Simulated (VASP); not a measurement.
The system is WC3.

```
W C
1.0
     2.96743    0.00000    0.00000
    -1.48371    2.56987    0.00000
     0.00000    0.00000    6.52853
W C
1 3
Direct
  0.00000 0.00000 0.73571
  0.00000 0.00000 0.18065
  0.33333 0.66667 0.91247
  0.66667 0.33333 0.91247
```

The cell was built from a structure type or drawn by symmetry, and may not be a known phase.

| Property | Result |
| --- | --- |
| Program | VASP 6.6.1 |
| Task | relaxation of cell and atoms |
| Functional | PBE |
| Potentials or basis | VASP PAW PBE potentials, release 64 (W_sv, C) |
| Cutoff | 600 eV |
| k mesh | 6 × 6 × 4 |
| Occupations | gaussian, width 0.1 eV |
| Spin | no spin polarisation |

At the start: pressure 14.1 GPa; volume 12.45 Å³/atom.

Problem. Where does the relaxation end?

Solution. Over 38 steps the energy falls by 1955.4 meV/atom and the volume is 12.76 Å³/atom (+2.5 %); space group P6mm (No. 183, to 0.1 Å) before and after.

The path:
```csv
step,energy change (eV),largest force (eV/Å),pressure (GPa),volume (Å³)
1,0.0000,6.1166,14.14,49.79
2,0.0139,1.4706,-29.99,58.12
3,-0.7367,1.8569,-14.83,53.47
4,-1.8996,1.9448,-17.10,48.41
5,-2.7300,6.6345,72.71,34.54
6,-3.5653,4.1831,-1.24,41.85
7,-3.6640,6.1201,32.70,37.39
8,-3.7950,5.2229,14.35,39.36
9,-4.3600,4.8515,20.35,38.62
10,-4.6535,4.7903,30.05,37.89
11,-4.7902,5.0773,64.21,36.33
12,-5.1442,4.4867,63.59,36.80
13,-5.6865,1.2188,67.04,38.20
14,-6.2956,0.9625,49.46,39.73
15,-7.2426,1.4416,11.31,44.55
16,-7.3302,1.7612,1.69,46.37
17,-7.3353,1.8520,-0.79,46.91
18,-7.3682,1.8092,-0.52,47.03
19,-7.4630,1.5629,0.23,47.40
20,-7.6055,0.6252,1.78,48.13
21,-7.5641,3.1045,8.50,49.58
22,-7.6496,1.0889,3.83,48.69
23,-7.7107,0.7077,1.79,49.57
24,-7.7851,0.1822,-2.38,51.86
25,-7.7876,0.2348,-3.06,52.31
26,-7.7993,0.1012,0.29,51.83
27,-7.7994,0.0925,0.05,51.86
28,-7.8003,0.0988,0.05,51.85
29,-7.8028,0.1180,0.07,51.80
30,-7.8070,0.1556,0.13,51.70
31,-7.8127,0.2335,0.27,51.50
32,-7.8133,0.4159,0.71,51.11
33,-7.8148,0.3265,0.49,51.29
34,-7.8158,0.2957,0.31,51.30
35,-7.8182,0.2045,-0.18,51.33
36,-7.8201,0.0335,-1.15,51.39
37,-7.8213,0.0270,-0.62,51.21
38,-7.8217,0.0242,-0.12,51.05
```

Final structure:
```yaml
crystal:
  lattice:
    - [2.55053, 0.00000, 0.00000]
    - [-1.27526, 2.20882, 0.00000]
    - [0.00000, 0.00000, 9.06088]
  atoms:
    - { symbol: W, position: [0.00000, 0.00000, 0.52840] }
    - { symbol: C, position: [0.00000, 0.00000, 0.30319] }
    - { symbol: C, position: [0.33333, 0.66667, 0.95485] }
    - { symbol: C, position: [0.66667, 0.33333, 0.95485] }
```

Caveat: the k points lie up to 0.47 Å⁻¹ apart in the final cell; a cell axis changed by over 15 % at a fixed basis, so the end point is rough.
